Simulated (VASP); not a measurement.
# Mo6H in VASP: relaxation of the atoms with PBE

Aim: the relaxation of the atoms of Mo6H with PBE.

Program: VASP 6.6.1. These are calculated values, not measurements. Logs are shortened: lines on timing, memory, paths and dates and some standing lists are left out, and cuts for length are marked.

**1. The cell of the first run**

The cell holds a slab with vacuum, 7 atoms: a = 4.470 Å, b = 4.470 Å, c = 19.760 Å, α = 90.00°, β = 90.00°, γ = 120.00°.

**2. Relaxation of the atoms, PBE**

INCAR

```
PREC = Accurate ; ENCUT = 520
EDIFF = 1E-7 ; ISMEAR = 0
SIGMA = 0.1 ; LREAL = F
LASPH = T ; NELM = 60
ALGO = Fast ; ISIF = 2
LWAVE = F ; LCHARG = F
LDIPOL = T ; IDIPOL = 3
DIPOL = 0.5 0.5 0.339 ; GGA = PE
IBRION = 2 ; NSW = 36
EDIFFG = -0.025 ; KPAR = 4
```

KPOINTS

```
Automatic mesh
0
Gamma
  6 6 1
```

POSCAR

```
Mo6H
1.0
    4.4695765307      0.0000000000      0.0000000000
   -2.2347882654      3.8707668198      0.0000000000
    0.0000000000      0.0000000000     19.7595667350
Mo H
6 1
Selective dynamics
Direct
    0.6666666667      0.3333333333      0.2024335884  F F F
    0.3333333333      0.6666666667      0.2486060831  F F F
    0.0000000000      0.0000000000      0.2947785777  F F F
    0.6666666667      0.3333333333      0.3368821116  F F F
    0.3333333333      0.6666666667      0.3779725564  F F F
    0.0000000000      0.0000000000      0.4180034333  F F F
    0.1111111111      0.2222222222      0.4942618262  F F T
```

Potentials or basis: VASP PAW PBE potentials, release 64 (Mo_sv, H).

Launch:

```
cat potpaw_PBE.64/Mo_sv/POTCAR potpaw_PBE.64/H/POTCAR > POTCAR
mpirun -np 4 vasp_std > vasp.out
```

OUTCAR:

```text
PREC = Accurate
   ENCUT = 520
   EDIFF = 1E-7
   ISMEAR = 0
   LREAL = F
   LASPH = T
   NELM = 60
   ISIF = 2
   GGA = PE
   IBRION = 2
   NSW = 36
   EDIFFG = -0.025

 ion  position               nearest neighbor table
   1  0.667  0.333  0.202-   4 2.66   2 2.74   2 2.74   2 2.74   3 3.16   3 3.16   3 3.16
   2  0.333  0.667  0.249-   5 2.56   3 2.74   3 2.74   3 2.74   1 2.74   1 2.74   1 2.74   4 3.11
                             4 3.11   4 3.11
   3  0.000  0.000  0.295-   6 2.43   4 2.71   4 2.71   4 2.71   2 2.74   2 2.74   2 2.74   5 3.06
                             5 3.06   5 3.06   1 3.16   1 3.16   1 3.16
   4  0.667  0.333  0.337-   1 2.66   5 2.71   5 2.71   5 2.71   3 2.71   3 2.71   3 2.71   6 3.04
                             6 3.04   6 3.04   2 3.11   2 3.11   2 3.11
   5  0.333  0.667  0.378-   2 2.56   6 2.70   6 2.70   6 2.70   4 2.71   4 2.71   4 2.71   3 3.06
                             3 3.06   3 3.06
   6  0.000  0.000  0.418-   7 1.74   3 2.43   5 2.70   5 2.70   5 2.70   4 3.04   4 3.04   4 3.04

   7  0.111  0.222  0.494-   6 1.74

  LATTYP: Found a hexagonal cell.
 ALAT       =     4.4695765307
 C/A-ratio  =     4.4209035463

  Lattice vectors:

 A1 = (   4.4695765307,   0.0000000000,   0.0000000000)
 A2 = (  -2.2347882654,   3.8707668198,   0.0000000000)
 A3 = (   0.0000000000,   0.0000000000,  19.7595667350)

Analysis of symmetry for initial positions (statically):
=====================================================================
 Subroutine PRICEL returns:
 Original cell was already a primitive cell.

 Routine SETGRP: Setting up the symmetry group for a
 hexagonal supercell.

 Subroutine GETGRP returns: Found  2 space group operations
 (whereof  2 operations were pure point group operations)
 out of a pool of 24 trial point group operations.

The static configuration has the point symmetry C_1h.

Analysis of symmetry for dynamics (positions and initial velocities):
=====================================================================
 Subroutine PRICEL returns:
 Original cell was already a primitive cell.

 Routine SETGRP: Setting up the symmetry group for a
 hexagonal supercell.

 Subroutine GETGRP returns: Found  2 space group operations
 (whereof  2 operations were pure point group operations)
 out of a pool of 24 trial point group operations.

The dynamic configuration has the point symmetry C_1h.

Analysis of constrained symmetry for selective dynamics:
=====================================================================
 Subroutine PRICEL returns:
 Original cell was already a primitive cell.

[... 125 lines left out ...]
     AMIX_MAG =   1.60;   BMIX_MAG =  1.00
  volume/ion in A,a.u.               =      48.84       329.56
  Fermi-wavevector in a.u.,A,eV,Ry     =   1.029440  1.945359 14.418718  1.059746
  Thomas-Fermi vector in A             =   2.163487
   LORBIT       =      0    0 simple, 1 ext, 2 COOP (PROOUT), +10 PAW based schemes
   GGA     = PE    functional components
   LHFCALC =     F    Hartree Fock is set to
   AEXX    =    0.0000 exact exchange contribution
   IVDW    =     0    specifies the selected vdW correction
   LEPSILON=     F    determine dielectric tensor
   LRPA    =     F    only Hartree local field effects (RPA)
 conjugate gradient relaxation of ions
 non-spin polarized calculation
 RMM-DIIS sequential band-by-band and
 Gauss-broadening in eV      SIGMA  =   0.10
  energy-cutoff  :      520.00
  volume of cell :      341.85
 maximum number of plane-waves:      9223
 NGX is ok and might be reduce to    36
   NGX = 17   NGY = 17   NGZ = 73

 dipolmoment           0.000000      0.000000     -0.487644 electrons x Angstroem

--------------------------------------- Ionic step        1  -------------------------------------------

 number of electron      85.0000006 magnetization

 Free energy of the ion-electron system (eV)
  ---------------------------------------------------
  ext. energy  EPLUGINS =         0.00000000
  ---------------------------------------------------
  free energy    TOTEN  =       -61.95455115 eV

  energy without entropy =      -61.91177415  energy(sigma->0) =      -61.93316265

------------------------ aborting loop because EDIFF is reached ----------------------------------------

  FORCE on cell =-STRESS in cart. coord.  units (eV):
  Direction    XX          YY          ZZ          XY          YZ          ZX
  --------------------------------------------------------------------------------------
  -------------------------------------------------------------------------------------
  Total       -4.7810177     -4.5898537      0.0134659      0.0000000      1.8292634     -0.0000000
  in kB      -22.4073311    -21.5113971      0.0631112      0.0000000      8.5732607     -0.0000000
  external PRESSURE =     -14.6185390 kB  Pullay stress =       0.0000000 kB
[... 69 lines left out ...]
--------------------------------------- Ionic step        3  -------------------------------------------

 number of electron      85.0000006 magnetization

 dipolmoment           0.000000      0.000000      0.169166 electrons x Angstroem

 Free energy of the ion-electron system (eV)
  ---------------------------------------------------
  ext. energy  EPLUGINS =         0.00000000
  ---------------------------------------------------
  free energy    TOTEN  =       -61.95675272 eV

  energy without entropy =      -61.91408377  energy(sigma->0) =      -61.93541825

 E-fermi :   0.3314     XC(G=0):  -4.8991

 val. band max:        0.2988009902   @ k =   0.1667   0.1667   0.0000
 cond. band min:       0.3691322043   @ k =  -0.3333   0.1667   0.0000
 fundamental gap:      0.0703312141
 Fermi energy:         0.3313615153

 k-point     1 :       0.0000    0.0000    0.0000
  band No.  band energies     occupation
      1     -60.8066      2.00000
      2     -60.5750      2.00000
      3     -60.5376      2.00000
      4     -60.4979      2.00000
      5     -60.3501      2.00000
      6     -60.2454      2.00000
[... 691 lines left out ...]
     50       1.7384      0.00000
     51       1.9870      0.00000

------------------------ aborting loop because EDIFF is reached ----------------------------------------

 vacuum level on the upper side and lower side of the slab       (xc-potential included)         0.852        -0.932

  FORCE on cell =-STRESS in cart. coord.  units (eV):
  Direction    XX          YY          ZZ          XY          YZ          ZX
  --------------------------------------------------------------------------------------
  -------------------------------------------------------------------------------------
  Total       -4.8014006     -4.7284704     -0.2774027      0.0000000      1.6577585     -0.0000000
  in kB      -22.5028602    -22.1610563     -1.3001111      0.0000000      7.7694637     -0.0000000
  external PRESSURE =     -15.3213425 kB  Pullay stress =       0.0000000 kB
[... 22 lines left out ...]
  FREE ENERGIE OF THE ION-ELECTRON SYSTEM (eV)
  ---------------------------------------------------
  free  energy   TOTEN  =       -61.9567527189 eV

  energy  without entropy=      -61.9140837711  energy(sigma->0) =      -61.93541825

 reached required accuracy - stopping structural energy minimisation

 vacuum level on the upper side and lower side of the slab         5.621         3.776
```

OSZICAR:

```text
N       E                     dE             d eps       ncg     rms          rms(c)
DAV:   1     0.816610390060E+03    0.81661E+03   -0.52988E+04  1830   0.145E+03
DAV:   2    -0.318866810520E+02   -0.84850E+03   -0.83039E+03  1510   0.422E+02
DAV:   3    -0.663515730478E+02   -0.34465E+02   -0.33240E+02  1709   0.695E+01
[... 64 lines left out ...]
RMM:  14    -0.619567516611E+02   -0.11656E-05   -0.15274E-07   696   0.722E-04    0.461E-04
RMM:  15    -0.619567523016E+02   -0.64052E-06   -0.11079E-07   523   0.620E-04    0.260E-04
RMM:  16    -0.619567525725E+02   -0.27094E-06   -0.64586E-08   441   0.494E-04    0.142E-04
RMM:  17    -0.619567526739E+02   -0.10142E-06   -0.33715E-08   383   0.398E-04    0.696E-05
RMM:  18    -0.619567527189E+02   -0.45004E-07   -0.18354E-08   361   0.350E-04
   3 F= -.61956753E+02 E0= -.61935418E+02  d E =-.220157E-02
```

CONTCAR:

```text
Mo6H
   1.00000000000000
     4.4695765307000004    0.0000000000000000    0.0000000000000000
    -2.2347882654000002    3.8707668198000000    0.0000000000000000
     0.0000000000000000    0.0000000000000000   19.7595667349999999
  Mo              H
     6     1
Selective dynamics
Direct
     0.6666666667000030    0.3333333332999970    0.2024335883999981   F   F   F
     0.3333333332999970    0.6666666667000030    0.2486060831000003   F   F   F
     0.0000000000000000    0.0000000000000000    0.2947785777000007   F   F   F
     0.6666666667000030    0.3333333332999970    0.3368821115999978   F   F   F
     0.3333333332999970    0.6666666667000030    0.3779725564000032   F   F   F
     0.0000000000000000    0.0000000000000000    0.4180034333000009   F   F   F
     0.1111111111000014    0.2222222222000028    0.4954840280867658   F   F   T

  0.00000000E+00  0.00000000E+00  0.00000000E+00
  0.00000000E+00  0.00000000E+00  0.00000000E+00
  0.00000000E+00  0.00000000E+00  0.00000000E+00
  0.00000000E+00  0.00000000E+00  0.00000000E+00
  0.00000000E+00  0.00000000E+00  0.00000000E+00
  0.00000000E+00  0.00000000E+00  0.00000000E+00
  0.00000000E+00  0.00000000E+00  0.00000000E+00
```

Wall time 9.8 min (4 MPI ranks of Oxide Virtual Turin-like, shared host); peak memory 0.55 GiB.

Results:

| Quantity | Value |
| --- | --- |
| Free energy | -61.9568 eV |
| Energy gained by relaxing | 0.3 meV/atom |
| Ionic steps | 3 |
| Band gap on the k mesh | zero (an odd number of electrons rules out a gap without spin polarisation) |

The path:
```csv
step,energy change (eV),largest force on free atoms (eV/Å),pressure (GPa)
1,0.0000,0.1901,-1.46
2,-0.0014,0.1144,-1.49
3,-0.0022,0.0050,-1.53
```

Final structure:
```cif
data_structure
_symmetry_space_group_name_H-M 'P 1'
_symmetry_Int_Tables_number 1
_cell_length_a 4.4696
_cell_length_b 4.4696
_cell_length_c 19.7596
_cell_angle_alpha 90.000
_cell_angle_beta 90.000
_cell_angle_gamma 120.000
_cell_volume 341.85
loop_
_atom_site_label
_atom_site_type_symbol
_atom_site_fract_x
_atom_site_fract_y
_atom_site_fract_z
_atom_site_occupancy
Mo1 Mo 0.66667 0.33333 0.20243 1
Mo2 Mo 0.33333 0.66667 0.24861 1
Mo3 Mo 0.00000 0.00000 0.29478 1
Mo4 Mo 0.66667 0.33333 0.33688 1
Mo5 Mo 0.33333 0.66667 0.37797 1
Mo6 Mo 0.00000 0.00000 0.41800 1
H1 H 0.11111 0.22222 0.49548 1
```

The gap in the log of VASP goes by the Fermi energy; the results here count the filled bands.